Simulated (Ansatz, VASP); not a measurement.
**Two plane-wave programs on CaSe**

```xyz
4
Lattice="4.1480 0.0000 0.0000 -2.0740 3.5923 0.0000 0.0000 0.0000 7.1985" Properties=species:S:1:pos:R:3 pbc="T T T"
Ca    0.0000    0.0000    0.0000
Ca    0.0000    0.0000    3.5992
Se    0.0000    2.3949    1.7996
Se    2.0740    1.1974    5.3988
```

Alike in both runs: functional PBE; k mesh 9 × 9 × 6; occupations gaussian, width 0.02 eV; no spin polarisation.

Ansatz relaxed the structure, and its values are those at the end. VASP's run is a single point on that final structure, the one shown.

|  | VASP | Ansatz |
| --- | --- | --- |
| version | VASP 6.6.1 | Ansatz 0.2.0 |
| potentials or method | VASP PAW PBE potentials, release 64 (Ca_sv, Se), cutoff 520 eV | scalar-relativistic, plane waves, PAW |
| valence electrons in the cell | 32 | 52 |

|  | VASP | Ansatz | Ansatz less VASP |
| --- | --- | --- | --- |
| gap on the k mesh at the Fermi level (eV) | 2.24 | 2.25 | +0.007 |
| least direct gap on the mesh (eV) | 2.44 | 2.45 | +0.007 |
| pressure (GPa) | 0.1 | 0.0 | -0.16 |

The functional is the same, so the differences come from potentials, cutoffs and numerics. VASP's potentials hold 32 valence electrons a cell and Ansatz's 52, so a difference there can come from the potentials and not from the codes.
